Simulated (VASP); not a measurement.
# ZrC (Fm-3m) in VASP: notebook

The runs below take ZrC through single point, with revPBE+D4.

Everything below comes from runs of VASP 6.6.1. Logs are shortened: lines on timing, memory, paths and dates and some standing lists are left out, and cuts for length are marked.

### 1 The cell of the first run

Symmetry: Fm-3m, No. 225, cubic system. The conventional cell has a = 4.712 Å, b = 4.712 Å, c = 4.712 Å, α = 90.00°, β = 90.00°, γ = 90.00°. Zr (site symmetry m-3m) has 6 C at 2.36 Å within 3.1 Å. C (site symmetry m-3m) has 6 Zr at 2.36 Å within 3.1 Å.

### 2 Single point, revPBE+D4 (volume scaled by 1.02)

Input file INCAR:

```
SYSTEM = ZrC
ALGO = Normal
EDIFF = 1E-7
ENCUT = 520
GGA = RE
ISIF = 2
ISMEAR = 0
IVDW = 13
LASPH = .TRUE.
LCHARG = .FALSE.
LREAL = .FALSE.
LWAVE = .FALSE.
NBANDS = 15
NELM = 100
PREC = Accurate
SIGMA = 0.05
```

Input file KPOINTS:

```
k-points
0
G
  8 8 8
  0 0 0
```

Input file POSCAR:

```
ZrC
1.0
    0.0000000000      2.3560371508      2.3560371508
    2.3560371508      0.0000000000      2.3560371508
    2.3560371508      2.3560371508      0.0000000000
Zr C
1 1
Direct
    0.5000000000      0.5000000000      0.5000000000
    0.0000000000      0.0000000000      0.0000000000
```

Potentials or basis: VASP PAW PBE potentials, release 64 (Zr_sv, C).

Command:

```bash
> cat potpaw_PBE.64/Zr_sv/POTCAR potpaw_PBE.64/C/POTCAR > POTCAR
> mpirun -np 1 vasp_std > vasp.out
```

OUTCAR:

```text
SYSTEM = ZrC
   EDIFF = 1E-7
   ENCUT = 520
   GGA = RE
   ISIF = 2
   ISMEAR = 0
   IVDW = 13
   LASPH = .TRUE.
   LREAL = .FALSE.
   NELM = 100
   PREC = Accurate

 ion  position               nearest neighbor table
   1  0.500  0.500  0.500-   2 2.36   2 2.36   2 2.36   2 2.36   2 2.36   2 2.36
   2  0.000  0.000  0.000-   1 2.36   1 2.36   1 2.36   1 2.36   1 2.36   1 2.36

  LATTYP: Found a face centered cubic cell.
 ALAT       =     4.7120743016

  Lattice vectors:

 A1 = (   0.0000000000,   2.3560371508,   2.3560371508)
 A2 = (   2.3560371508,   0.0000000000,   2.3560371508)
 A3 = (   2.3560371508,   2.3560371508,   0.0000000000)

Analysis of symmetry for initial positions (statically):
=====================================================================
 Subroutine PRICEL returns:
 Original cell was already a primitive cell.

 Routine SETGRP: Setting up the symmetry group for a
 face centered cubic supercell.

 Subroutine GETGRP returns: Found 48 space group operations
 (whereof 48 operations were pure point group operations)
 out of a pool of 48 trial point group operations.

The static configuration has the point symmetry O_h .

Analysis of symmetry for dynamics (positions and initial velocities):
=====================================================================
 Subroutine PRICEL returns:
 Original cell was already a primitive cell.

 Routine SETGRP: Setting up the symmetry group for a
 face centered cubic supercell.

 Subroutine GETGRP returns: Found 48 space group operations
 (whereof 48 operations were pure point group operations)
 out of a pool of 48 trial point group operations.

The dynamic configuration has the point symmetry O_h .

 Subroutine INISYM returns: Found 48 space group operations
 (whereof 48 operations are pure point group operations),
 and found     1 'primitive' translations

----------------------------------------------------------------------------------------

                                     Primitive cell

  volume of cell :      26.1563

  direct lattice vectors                    reciprocal lattice vectors
     0.000000000  2.356037151  2.356037151    -0.212220762  0.212220762  0.212220762
     2.356037151  0.000000000  2.356037151     0.212220762 -0.212220762  0.212220762
     2.356037151  2.356037151  0.000000000     0.212220762  0.212220762 -0.212220762

  length of vectors
     3.331939692  3.331939692  3.331939692     0.367577143  0.367577143  0.367577143

  position of ions in fractional coordinates (direct lattice)
     0.500000000  0.500000000  0.500000000
     0.000000000  0.000000000  0.000000000

  ion indices of the primitive-cell ions
[... 89 lines left out ...]
   EFERMI =   0.00;   METHOD = LEGACY
   ISMEAR =     0;   SIGMA  =   0.05  broadening in eV -4-tet -1-fermi 0-gaus
   EFERMI_NEDOS =   21; number of points for ismear=-14 and -15
   IALGO  =     38    algorithm
   IMIX   =      4    mixing-type and parameters
     AMIX     =   0.40;   BMIX     =  1.00
     AMIX_MAG =   1.60;   BMIX_MAG =  1.00
  volume/ion in A,a.u.               =      13.08        88.26
  Fermi-wavevector in a.u.,A,eV,Ry     =   1.389705  2.626162 26.276668  1.931281
  Thomas-Fermi vector in A             =   2.513710
   LORBIT       =      0    0 simple, 1 ext, 2 COOP (PROOUT), +10 PAW based schemes
   GGA     = RE    functional components
   LHFCALC =     F    Hartree Fock is set to
   AEXX    =    0.0000 exact exchange contribution
   IVDW    =    13    specifies the selected vdW correction
   LEPSILON=     F    determine dielectric tensor
   LRPA    =     F    only Hartree local field effects (RPA)
 non-spin polarized calculation
 Gauss-broadening in eV      SIGMA  =   0.05
  energy-cutoff  :      520.00
  volume of cell :       26.16
 maximum number of plane-waves:       725
 NGX is ok and might be reduce to    28
   NGX = 13   NGY = 13   NGZ = 13

 number of electron      16.0000000 magnetization

 Free energy of the ion-electron system (eV)
  ---------------------------------------------------
  ext. energy  EPLUGINS =         0.00000000
  ---------------------------------------------------
  free energy    TOTEN  =       -18.71404383 eV

  energy without entropy =      -18.71337023  energy(sigma->0) =      -18.71370703

 E-fermi :   9.5491     XC(G=0): -12.0433

 val. band max:        9.5490510985   @ k =   0.1250   0.1250   0.0000
 cond. band min:       9.6496013155   @ k =   0.5000   0.5000   0.0000
 fundamental gap:      0.1005502170
 Fermi energy:         9.5490594046

 k-point     1 :       0.0000    0.0000    0.0000
  band No.  band energies     occupation
      1     -38.5631      2.00000
      2     -16.2770      2.00000
      3     -16.2770      2.00000
      4     -16.2770      2.00000
      5      -1.7199      2.00000
      6      10.5344      0.00000
      7      10.5344      0.00000
      8      10.5344      0.00000
      9      10.7001      0.00000
     10      10.7001      0.00000
     11      10.7001      0.00000
     12      12.3822      0.00000
     13      12.3822      0.00000
     14      16.8182      0.00000
[... 401 lines left out ...]
      2     -16.9770      2.00000
      3     -16.5672      2.00000
      4     -16.4255      2.00000
      5       0.6518      2.00000
      6       5.3637      2.00000
      7       7.0852      2.00000
      8       7.2124      2.00000
      9      12.9599      0.00000
     10      13.3866      0.00000
     11      14.8227      0.00000
     12      17.5372      0.00000
     13      18.2985      0.00000
     14      19.7955      0.00000
     15      23.2036      0.00000

 [... further k-points ...]

------------------------ aborting loop because EDIFF is reached ----------------------------------------

  DFT-D4 for vdW energy calculation

  Edisp (eV):   -0.83705

  FORCE on cell =-STRESS in cart. coord.  units (eV):
  Direction    XX          YY          ZZ          XY          YZ          ZX
  --------------------------------------------------------------------------------------
  -------------------------------------------------------------------------------------
  Total      -0.66967    -0.66967    -0.66967    -0.00000    -0.00000    -0.00000
  in kB     -41.02021   -41.02021   -41.02021    -0.00000    -0.00000    -0.00000
  external pressure =      -41.02 kB  Pullay stress =        0.00 kB

 VOLUME and BASIS-vectors are now :
 -----------------------------------------------------------------------------
  energy-cutoff  :      520.00
  volume of cell :       26.16
      direct lattice vectors                 reciprocal lattice vectors
     0.000000000  2.356037151  2.356037151    -0.212220762  0.212220762  0.212220762
     2.356037151  0.000000000  2.356037151     0.212220762 -0.212220762  0.212220762
     2.356037151  2.356037151  0.000000000     0.212220762  0.212220762 -0.212220762

 POSITION                                       TOTAL-FORCE (eV/Angst)
 -----------------------------------------------------------------------------------
      2.35604      2.35604      2.35604         0.000000      0.000000      0.000000
      0.00000      0.00000      0.00000        -0.000000     -0.000000     -0.000000
 -----------------------------------------------------------------------------------
    total drift:                                0.000000      0.000000      0.000000

  FREE ENERGIE OF THE ION-ELECTRON SYSTEM (eV)
  ---------------------------------------------------
  free  energy   TOTEN  =       -19.5510966358 eV

  energy  without entropy=      -19.5504230369  energy(sigma->0) =      -19.55075984
```

OSZICAR:

```text
N       E                     dE             d eps       ncg     rms          rms(c)
DAV:   1     0.103618149194E+03    0.10362E+03   -0.86263E+03   870   0.107E+03
DAV:   2    -0.158680631952E+02   -0.11949E+03   -0.11148E+03  1073   0.288E+02
DAV:   3    -0.219091713313E+02   -0.60411E+01   -0.60026E+01  1413   0.558E+01
DAV:   4    -0.221086289079E+02   -0.19946E+00   -0.19930E+00  1067   0.618E+00
DAV:   5    -0.221098063098E+02   -0.11774E-02   -0.11774E-02  1135   0.563E-01    0.199E+01
DAV:   6    -0.188059916573E+02    0.33038E+01   -0.61867E+00  1026   0.224E+01    0.682E+00
DAV:   7    -0.187242741282E+02    0.81718E-01   -0.62828E-01  1018   0.571E+00    0.588E+00
DAV:   8    -0.187507763868E+02   -0.26502E-01   -0.32961E-01  1025   0.453E+00    0.484E+00
DAV:   9    -0.187161612753E+02    0.34615E-01   -0.53797E-02   947   0.169E+00    0.120E+00
DAV:  10    -0.187140576307E+02    0.21036E-02   -0.88194E-03  1094   0.736E-01    0.111E-01
DAV:  11    -0.187140517027E+02    0.59279E-05   -0.23727E-04   955   0.143E-01    0.528E-02
DAV:  12    -0.187140456057E+02    0.60970E-05   -0.56109E-06  1116   0.199E-02    0.119E-02
DAV:  13    -0.187140439853E+02    0.16204E-05   -0.19765E-06  1059   0.115E-02    0.297E-03
DAV:  14    -0.187140438298E+02    0.15552E-06   -0.79097E-08   749   0.225E-03    0.842E-04
DAV:  15    -0.187140438254E+02    0.44554E-08   -0.77501E-09   540   0.902E-04
   1 F= -.19551097E+02 E0= -.19550760E+02  d E =-.673599E-03
```

Run time: 33 s. Hardware: 1 thread of Intel Xeon 8259CL, shared host; peak memory 0.16 GiB.

Results:

```
Free energy                : -19.5511 eV
Pressure                   : -4.1 GPa
Band gap on the k mesh     : zero (band 8 reaches 10.53 eV, above the bottom of band 9 at 9.23 eV)
Dispersion energy per atom : -0.419 eV
```

Levels at points of the mesh, in eV from the Fermi level:
| k point | band 4 | band 5 | band 6 | band 7 | band 8 | band 9 | band 10 | band 11 | band 12 | band 13 |
| --- | --- | --- | --- | --- | --- | --- | --- | --- | --- | --- |
| (0.00, 0.00, 0.00) | -25.83 | -11.27 | 0.99 | 0.99 | 0.99 | 1.15 | 1.15 | 1.15 | 2.83 | 2.83 |
| (0.50, 0.00, 0.00) | -25.90 | -8.25 | -5.21 | -2.86 | -2.86 | 4.52 | 4.52 | 5.35 | 6.54 | 10.10 |
| (0.50, 0.50, 0.00) | -26.10 | -10.11 | -2.03 | -1.68 | 0.10 | 0.10 | 4.45 | 5.66 | 5.66 | 7.92 |

Caveat: the PAW data sets were made with another functional, which shifts forces and pressure a little; pairwise dispersion overbinds metals, which lowers pressure and volume.

### 3 Single point, revPBE+D4 (volume scaled by 1.04)

Input file INCAR:

```
PREC = Accurate ; ENCUT = 520
EDIFF = 1E-6 ; ISMEAR = 0
SIGMA = 0.05 ; LREAL = F
LASPH = T ; NELM = 60
ALGO = Normal ; ISIF = 2
LWAVE = F ; LCHARG = F
GGA = RE ; IVDW = 13
NBANDS = 15
```

Input file KPOINTS:

```
Automatic mesh
0
Gamma
  8 8 8
```

Input file POSCAR:

```
ZrC
1.0
    0.0000000000      2.3713365220      2.3713365220
    2.3713365220      0.0000000000      2.3713365220
    2.3713365220      2.3713365220      0.0000000000
Zr C
1 1
Direct
    0.5000000000      0.5000000000      0.5000000000
    0.0000000000      0.0000000000      0.0000000000
```

Potentials or basis: VASP PAW PBE potentials, release 64 (Zr_sv, C).

Command:

```bash
> cat potpaw_PBE.64/Zr_sv/POTCAR potpaw_PBE.64/C/POTCAR > POTCAR
> mpirun -np 1 vasp_std > vasp.out
```

OUTCAR:

```text
PREC = Accurate
   ENCUT = 520
   EDIFF = 1E-6
   ISMEAR = 0
   LREAL = F
   LASPH = T
   NELM = 60
   ISIF = 2
   GGA = RE
   IVDW = 13

 ion  position               nearest neighbor table
   1  0.500  0.500  0.500-   2 2.37   2 2.37   2 2.37   2 2.37   2 2.37   2 2.37
   2  0.000  0.000  0.000-   1 2.37   1 2.37   1 2.37   1 2.37   1 2.37   1 2.37

  LATTYP: Found a face centered cubic cell.
 ALAT       =     4.7426730440

  Lattice vectors:

[... 621 lines left out ...]

  DFT-D4 for vdW energy calculation

  Edisp (eV):   -0.81757

  FORCE on cell =-STRESS in cart. coord.  units (eV):
  Direction    XX          YY          ZZ          XY          YZ          ZX
  --------------------------------------------------------------------------------------
  -------------------------------------------------------------------------------------
  Total      -1.33196    -1.33196    -1.33196    -0.00000     0.00000     0.00000
  in kB     -80.01877   -80.01877   -80.01877    -0.00000     0.00000     0.00000
  external pressure =      -80.02 kB  Pullay stress =        0.00 kB

 VOLUME and BASIS-vectors are now :
 -----------------------------------------------------------------------------
  energy-cutoff  :      520.00
  volume of cell :       26.67
      direct lattice vectors                 reciprocal lattice vectors
     0.000000000  2.371336522  2.371336522    -0.210851558  0.210851558  0.210851558
     2.371336522  0.000000000  2.371336522     0.210851558 -0.210851558  0.210851558
     2.371336522  2.371336522  0.000000000     0.210851558  0.210851558 -0.210851558

 POSITION                                       TOTAL-FORCE (eV/Angst)
 -----------------------------------------------------------------------------------
      2.37134      2.37134      2.37134        -0.000000     -0.000000     -0.000000
      0.00000      0.00000      0.00000         0.000000      0.000000      0.000000
 -----------------------------------------------------------------------------------
    total drift:                                0.000000      0.000000      0.000000

  FREE ENERGIE OF THE ION-ELECTRON SYSTEM (eV)
  ---------------------------------------------------
  free  energy   TOTEN  =       -19.5319442535 eV

  energy  without entropy=      -19.5312472804  energy(sigma->0) =      -19.53159577
```

OSZICAR:

```text
N       E                     dE             d eps       ncg     rms          rms(c)
DAV:   1     0.100321892733E+03    0.10032E+03   -0.83886E+03   878   0.106E+03
DAV:   2    -0.159443358684E+02   -0.11627E+03   -0.10909E+03  1136   0.286E+02
DAV:   3    -0.219710306330E+02   -0.60267E+01   -0.59893E+01  1422   0.552E+01
DAV:   4    -0.221370275774E+02   -0.16600E+00   -0.16589E+00  1078   0.635E+00
DAV:   5    -0.221392654788E+02   -0.22379E-02   -0.22379E-02  1152   0.640E-01    0.192E+01
DAV:   6    -0.188248674446E+02    0.33144E+01   -0.62759E+00  1011   0.224E+01    0.650E+00
DAV:   7    -0.187264580850E+02    0.98409E-01   -0.61230E-01  1011   0.579E+00    0.563E+00
DAV:   8    -0.187533235193E+02   -0.26865E-01   -0.35147E-01  1010   0.469E+00    0.480E+00
DAV:   9    -0.187161789026E+02    0.37145E-01   -0.60654E-02   933   0.181E+00    0.109E+00
DAV:  10    -0.187143777708E+02    0.18011E-02   -0.82377E-03  1094   0.713E-01    0.918E-02
DAV:  11    -0.187143772425E+02    0.52832E-06   -0.21576E-04   962   0.134E-01    0.542E-02
DAV:  12    -0.187143711385E+02    0.61040E-05   -0.57641E-06  1095   0.193E-02    0.110E-02
DAV:  13    -0.187143697431E+02    0.13953E-05   -0.17779E-06   995   0.109E-02    0.257E-03
DAV:  14    -0.187143696030E+02    0.14015E-06   -0.77388E-08   575   0.224E-03
   1 F= -.19531944E+02 E0= -.19531596E+02  d E =-.696973E-03
```

stdout:

```text
POSCAR found type information on POSCAR ZrC
 POSCAR found :  2 types and       2 ions
 scaLAPACK will be used
 -----------------------------------------------------------------------------
|                                                                             |
|                                                                             |
|     You enforced a specific xc type in the INCAR file but a different       |
|     I HOPE YOU KNOW WHAT YOU ARE DOING!                                     |
|                                                                             |
 -----------------------------------------------------------------------------

 LDA part: xc-table for (Slater+PW92), standard interpolation
 POSCAR, INCAR and KPOINTS ok, starting setup
 FFT: planning ... GRIDC
 FFT: planning ... GRID_SOFT
 FFT: planning ... GRID
 WAVECAR not read
 entering main loop
```

Wall time 31 s (1 thread of Intel Xeon 8259CL, shared host); peak memory 0.16 GiB.

What came out:

- Free energy: -19.5319 eV
- Pressure: -8.0 GPa
- Band gap on the k mesh: zero (band 8 reaches 10.31 eV, above the bottom of band 9 at 9.01 eV)
- Dispersion energy per atom: -0.409 eV

Caveat: the PAW data sets were made with another functional, which shifts forces and pressure a little; pairwise dispersion overbinds metals, which lowers pressure and volume.
